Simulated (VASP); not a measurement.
# TiCo (Pm-3m) in VASP: density of states with PBEsol

Aim: the density of states of TiCo with PBEsol.

All numbers are computed with VASP 6.6.1; they aren't measurements. Logs are shortened: lines on timing, memory, paths and dates and some standing lists are left out, and cuts for length are marked.

## (1) The cell of the first run

The structure is cubic, space group Pm-3m (No. 221). The conventional cell has a = 2.939 Å, b = 2.939 Å, c = 2.939 Å, α = 90.00°, β = 90.00°, γ = 90.00°. Within 3.4 Å of Ti (site symmetry m-3m) lie 8 Co at 2.54 Å and 6 Ti at 2.94 Å. Co (site symmetry m-3m) has 8 Ti at 2.54 Å and 6 Co at 2.94 Å within 3.4 Å.

## (2) Density of states, PBEsol, collinear spin, ferromagnetic start

POSCAR reads:

```
TiCo
1.0
    2.9385074037      0.0000000000      0.0000000000
    0.0000000000      2.9385074037      0.0000000000
    0.0000000000      0.0000000000      2.9385074037
Ti Co
1 1
Direct
    0.0000000000      0.0000000000      0.0000000000
    0.5000000000      0.5000000000      0.5000000000
```

INCAR.step1 reads:

```
SYSTEM = TiCo
ALGO = Normal
EDIFF = 1E-6
ENCUT = 520
GGA = PS
ISIF = 2
ISMEAR = 0
ISPIN = 2
LASPH = .True.
LCHARG = .True.
LMAXMIX = 4
LREAL = .False.
LWAVE = .False.
MAGMOM = 0 0.75
NBANDS = 22
NELM = 150
PREC = Accurate
SIGMA = 0.1
```

KPOINTS.step1 reads:

```
k-points
0
Gamma
  14 14 14
  0 0 0
```

INCAR.step2 reads:

```
SYSTEM = TiCo
ALGO = Normal
EDIFF = 1E-6
ENCUT = 520
GGA = PS
ICHARG = 11
ISIF = 2
ISMEAR = -5
ISPIN = 2
LASPH = .True.
LCHARG = .False.
LMAXMIX = 4
LORBIT = 10
LREAL = .False.
LWAVE = .False.
MAGMOM = 0 0.75
NEDOS = 2001
NELM = 150
PREC = Accurate
SIGMA = 0.1
```

KPOINTS.step2 reads:

```
k-points
0
Gamma
  21 21 21
  0 0 0
```

Potentials or basis: VASP PAW PBE potentials, release 64 (Ti_sv, Co).

The run is started by

```console
> cat potpaw_PBE.64/Ti_sv/POTCAR potpaw_PBE.64/Co/POTCAR > POTCAR
> cp INCAR.step1 INCAR
> cp KPOINTS.step1 KPOINTS
> mpirun -np 1 vasp_std > vasp.out
> cp INCAR.step2 INCAR
> cp KPOINTS.step2 KPOINTS
> mpirun -np 1 vasp_std > vasp.out
```

OUTCAR:

```text
SYSTEM = TiCo
   EDIFF = 1E-6
   ENCUT = 520
   GGA = PS
   ICHARG = 11
   ISIF = 2
   ISMEAR = -5
   ISPIN = 2
   LASPH = .True.
   LORBIT = 10
   LREAL = .False.
   NELM = 150
   PREC = Accurate

 ion  position               nearest neighbor table
   1  0.000  0.000  0.000-   2 2.54   2 2.54   2 2.54   2 2.54   2 2.54   2 2.54   2 2.54   2 2.54

   2  0.500  0.500  0.500-   1 2.54   1 2.54   1 2.54   1 2.54   1 2.54   1 2.54   1 2.54   1 2.54

  LATTYP: Found a simple cubic cell.
 ALAT       =     2.9385074037

  Lattice vectors:

 A1 = (   2.9385074037,   0.0000000000,   0.0000000000)
 A2 = (   0.0000000000,   2.9385074037,   0.0000000000)
 A3 = (   0.0000000000,   0.0000000000,   2.9385074037)

Analysis of symmetry for initial positions (statically):
=====================================================================
 Subroutine PRICEL returns:
 Original cell was already a primitive cell.

 Routine SETGRP: Setting up the symmetry group for a
 simple cubic supercell.

 Subroutine GETGRP returns: Found 48 space group operations
 (whereof 48 operations were pure point group operations)
 out of a pool of 48 trial point group operations.

The static configuration has the point symmetry O_h .

Analysis of symmetry for dynamics (positions and initial velocities):
=====================================================================
 Subroutine PRICEL returns:
 Original cell was already a primitive cell.

 Routine SETGRP: Setting up the symmetry group for a
 simple cubic supercell.

 Subroutine GETGRP returns: Found 48 space group operations
 (whereof 48 operations were pure point group operations)
 out of a pool of 48 trial point group operations.

The dynamic configuration has the point symmetry O_h .

Analysis of structural, dynamic, and magnetic symmetry:
=====================================================================
 Subroutine PRICEL returns:
 Original cell was already a primitive cell.

 Routine SETGRP: Setting up the symmetry group for a
 simple cubic supercell.

 Subroutine GETGRP returns: Found 48 space group operations
 (whereof 48 operations were pure point group operations)
 out of a pool of 48 trial point group operations.

The overall configuration has the point symmetry O_h .

 Subroutine INISYM returns: Found 48 space group operations
 (whereof 48 operations are pure point group operations),
 and found     1 'primitive' translations

----------------------------------------------------------------------------------------

                                     Primitive cell

  volume of cell :      25.3735

  direct lattice vectors                    reciprocal lattice vectors
     2.938507404  0.000000000  0.000000000     0.340308824  0.000000000  0.000000000
     0.000000000  2.938507404  0.000000000     0.000000000  0.340308824  0.000000000
     0.000000000  0.000000000  2.938507404     0.000000000  0.000000000  0.340308824

  length of vectors
     2.938507404  2.938507404  2.938507404     0.340308824  0.340308824  0.340308824

  position of ions in fractional coordinates (direct lattice)
     0.000000000  0.000000000  0.000000000
     0.500000000  0.500000000  0.500000000

  ion indices of the primitive-cell ions
   primitive index   ion index
                 1           1
                 2           2

----------------------------------------------------------------------------------------

 KPOINTS: k-points

Automatic generation of k-mesh.
 Grid dimensions read from file:
 generate k-points for:   21   21   21

 Generating k-lattice:

  Cartesian coordinates                     Fractional coordinates (reciprocal lattice)
     0.016205182  0.000000000  0.000000000     0.047619048  0.000000000  0.000000000
     0.000000000  0.016205182  0.000000000     0.000000000  0.047619048  0.000000000
     0.000000000  0.000000000  0.016205182     0.000000000  0.000000000  0.047619048

  Length of vectors
     0.016205182  0.016205182  0.016205182

  Shift w.r.t. Gamma in fractional coordinates (k-lattice)
     0.000000000  0.000000000  0.000000000

 TETIRR: Found   4601 inequivalent tetrahedra from    55566

 Subroutine IBZKPT returns following result:
 ===========================================

 Found    286 irreducible k-points:

 Following reciprocal coordinates:
            Coordinates               Weight
  0.000000  0.000000  0.000000      1.000000
  0.047619  0.000000  0.000000      6.000000
  0.095238  0.000000  0.000000      6.000000
  0.142857  0.000000  0.000000      6.000000
  0.190476  0.000000  0.000000      6.000000
  0.238095  0.000000  0.000000      6.000000
[... 16 lines left out ...]
  0.142857  0.095238  0.000000     24.000000
  0.190476  0.095238  0.000000     24.000000
 [... further k-points ...]
   k-points           NKPTS =    286   k-points in BZ     NKDIM =    286   number of bands    NBANDS=     14
   number of dos      NEDOS =   2001   number of ions     NIONS =      2
   total plane-waves  NPLWV =  13824
   dimension x,y,z NGX =    24 NGY =   24 NGZ =   24
   dimension x,y,z NGXF=    48 NGYF=   48 NGZF=   48
   ions per type =               1   1
   NGX,Y,Z   is equivalent  to a cutoff of  13.58, 13.58, 13.58 a.u.
   NGXF,Y,Z  is equivalent  to a cutoff of  27.16, 27.16, 27.16 a.u.
 SYSTEM =  TiCo
   PREC   = accura    normal or accurate (medium, high low for compatibility)
   ISTART =      0    job   : 0-new  1-cont  2-samecut
   ICHARG =     11    charge: 1-file 2-atom 10-const
   ISPIN  =      2    spin polarized calculation?
   LNONCOLLINEAR =      F non collinear calculations
   LSORBIT =      F    spin-orbit coupling
   LASPH  =      T    aspherical Exc in radial PAW
   ENCUT  =  520.0 eV  38.22 Ry    6.18 a.u.   5.46  5.46  5.46*2*pi/ulx,y,z
   NELM   =    150;   NELMIN=  2; NELMDL=  0     # of ELM steps
   EDIFF  = 0.1E-05   stopping-criterion for ELM
   LREAL  =      F    real-space projection
   EDIFFG = 0.1E-04   stopping-criterion for IOM
   NSW    =      0    number of steps for IOM
   IBRION =     -1    ionic relax: 0-MD 1-quasi-New 2-CG
   NFREE  =      0    steps in history (QN), initial steepest desc. (CG)
   ISIF   =      2    stress and relaxation
   ISYM   =      2    0-nonsym 1-usesym 2-fastsym
   POTIM  = 0.5000    time-step for ionic-motion
   TEBEG  =    0.0;   TEEND  =   0.0 temperature during run
   PSTRESS=    0.0 pullay stress
   NELECT =      21.0000    total number of electrons
   NUPDOWN=      -1.0000    fix difference up-down
   EMIN   =  10.00;   EMAX   =-10.00  energy-range for DOS
   EFERMI =   0.00;   METHOD = LEGACY
   ISMEAR =    -5;   SIGMA  =   0.10  broadening in eV -4-tet -1-fermi 0-gaus
   EFERMI_NEDOS =   21; number of points for ismear=-14 and -15
   IALGO  =     38    algorithm
   IMIX   =      4    mixing-type and parameters
     AMIX     =   0.40;   BMIX     =  1.00
     AMIX_MAG =   1.60;   BMIX_MAG =  1.00
  volume/ion in A,a.u.               =      12.69        85.61
  Fermi-wavevector in a.u.,A,eV,Ry     =   1.537049  2.904602 32.144045  2.362521
  Thomas-Fermi vector in A             =   2.643613
   LORBIT       =     10    0 simple, 1 ext, 2 COOP (PROOUT), +10 PAW based schemes
   GGA     = PS    functional components
   LHFCALC =     F    Hartree Fock is set to
   AEXX    =    0.0000 exact exchange contribution
   IVDW    =     0    specifies the selected vdW correction
   LEPSILON=     F    determine dielectric tensor
   LRPA    =     F    only Hartree local field effects (RPA)
 spin polarized calculation
 Fermi weights with tetrahedron method with Bloechl corrections
  energy-cutoff  :      520.00
  volume of cell :       25.37
 maximum number of plane-waves:       711
 NGX is ok and might be reduce to    24

 number of electron      21.0000006 magnetization       0.5758573

 Free energy of the ion-electron system (eV)
  ---------------------------------------------------
  ext. energy  EPLUGINS =         0.00000000
  ---------------------------------------------------
  free energy    TOTEN  =       -16.89927679 eV

  energy without entropy =      -16.89927679  energy(sigma->0) =      -16.89927679

 E-fermi :  10.4255     XC(G=0): -12.9945

 val. band max:       10.4344471674   @ k =   0.3333   0.3333   0.2857
 cond. band min:      10.3923449037   @ k =   0.3810   0.1429   0.0476
 fundamental gap:     -0.0421022636
 Fermi energy:        10.4254598857

 spin component 1

 k-point     1 :       0.0000    0.0000    0.0000
  band No.  band energies     occupation
      1     -46.4585      1.00000
      2     -22.6346      1.00000
      3     -22.6346      1.00000
      4     -22.6346      1.00000
      5       2.5022      1.00000
      6       6.1426      1.00000
      7       6.1426      1.00000
      8       8.6154      1.00000
      9       8.6154      1.00000
     10       8.6154      1.00000
     11      11.0235      0.00000
     12      11.0235      0.00000
     13      13.2687      0.00000
     14      13.2687      0.00000
[... 379 lines left out ...]
      3     -22.6571      1.00000
      4     -22.6238      1.00000
      5       3.4051      1.00000
      6       6.5033      1.00000
      7       6.5575      1.00000
      8       8.4620      1.00000
      9       8.5302      1.00000
     10       8.8057      1.00000
     11      10.7274      0.00000
     12      11.0920      0.00000
     13      12.1664      0.00000
     14      12.2734      0.00000

 [... further k-points ...]

 spin component 2

 k-point     1 :       0.0000    0.0000    0.0000
  band No.  band energies     occupation
      1     -46.4566      1.00000
      2     -22.6333      1.00000
      3     -22.6333      1.00000
      4     -22.6333      1.00000
      5       2.5209      1.00000
      6       6.5375      1.00000
      7       6.5375      1.00000
      8       8.9944      1.00000
      9       8.9944      1.00000
     10       8.9944      1.00000
     11      11.3747      0.00000
     12      11.3747      0.00000
     13      13.3464      0.00000
     14      13.3464      0.00000
[... 379 lines left out ...]
      3     -22.6560      1.00000
      4     -22.6226      1.00000
      5       3.4257      1.00000
      6       6.9246      1.00000
      7       6.9748      1.00000
      8       8.8284      1.00000
      9       8.9128      1.00000
     10       9.2171      1.00000
     11      11.0199      0.00000
     12      11.4560      0.00000
     13      12.2239      0.00000
     14      12.3088      0.00000

 [... further k-points ...]
[... 5 lines left out ...]
  --------------------------------------------------------------------------------------
  -------------------------------------------------------------------------------------
  Total       -0.4560421     -0.4560421     -0.4560421     -0.0000000      0.0000000     -0.0000000
  in kB      -28.7961981    -28.7961981    -28.7961981     -0.0000000      0.0000000     -0.0000000
  external PRESSURE =     -28.7961981 kB  Pullay stress =       0.0000000 kB

 VOLUME and BASIS-vectors are now :
 -----------------------------------------------------------------------------
  energy-cutoff  :      520.00
  volume of cell :       25.37
      direct lattice vectors                 reciprocal lattice vectors
     2.938507404  0.000000000  0.000000000     0.340308824  0.000000000  0.000000000
     0.000000000  2.938507404  0.000000000     0.000000000  0.340308824  0.000000000
     0.000000000  0.000000000  2.938507404     0.000000000  0.000000000  0.340308824

 POSITION                                       TOTAL-FORCE (eV/Angst)
 -----------------------------------------------------------------------------------
      0.00000      0.00000      0.00000         0.000000      0.000000      0.000000
      1.46925      1.46925      1.46925         0.000000      0.000000      0.000000
 -----------------------------------------------------------------------------------
    total drift:                                0.000000      0.000000     -0.000000

  FREE ENERGIE OF THE ION-ELECTRON SYSTEM (eV)
  ---------------------------------------------------
  free  energy   TOTEN  =       -16.8992767872 eV

  energy  without entropy=      -16.8992767872  energy(sigma->0) =      -16.89927679

 total charge

# of ion       s       p       d       tot
------------------------------------------
    1        2.260   6.198   1.901  10.359
    2        0.542   0.483   7.349   8.374
--------------------------------------------------
tot          2.802   6.681   9.250  18.734

 magnetization (x)

# of ion       s       p       d       tot
------------------------------------------
    1       -0.001  -0.007   0.011   0.003
    2        0.024   0.000   0.615   0.639
--------------------------------------------------
tot          0.022  -0.006   0.626   0.642
```

Wall time 98 s (1 thread of Intel Xeon 6975P-C (Granite Rapids), shared host); peak memory 0.29 GiB.

Results:

```
Net moment                                            : 0.58 μB per cell
Site moments                                          : Ti +0.00; Co +0.64 μB
Valence electrons inside the program's atomic spheres : Ti 10.36; Co 8.37
```

Levels at points of the mesh, in eV from the Fermi level:
Spin up:
| k point | band 7 | band 8 | band 9 | band 10 | band 11 | band 12 | band 13 | band 14 |
| --- | --- | --- | --- | --- | --- | --- | --- | --- |
| (0.00, 0.00, 0.00) | -4.28 | -1.81 | -1.81 | -1.81 | 0.60 | 0.60 | 2.84 | 2.84 |
Spin down:
```
           k point  band 7  band 8  band 9  band 10  band 11  band 12  band 13  band 14
(0.00, 0.00, 0.00)   -3.89   -1.43   -1.43    -1.43     0.95     0.95     2.92     2.92
```

Caveat: the PAW data sets were made with another functional, which shifts forces and pressure a little; tetrahedron occupations give inexact forces and stress in metals.
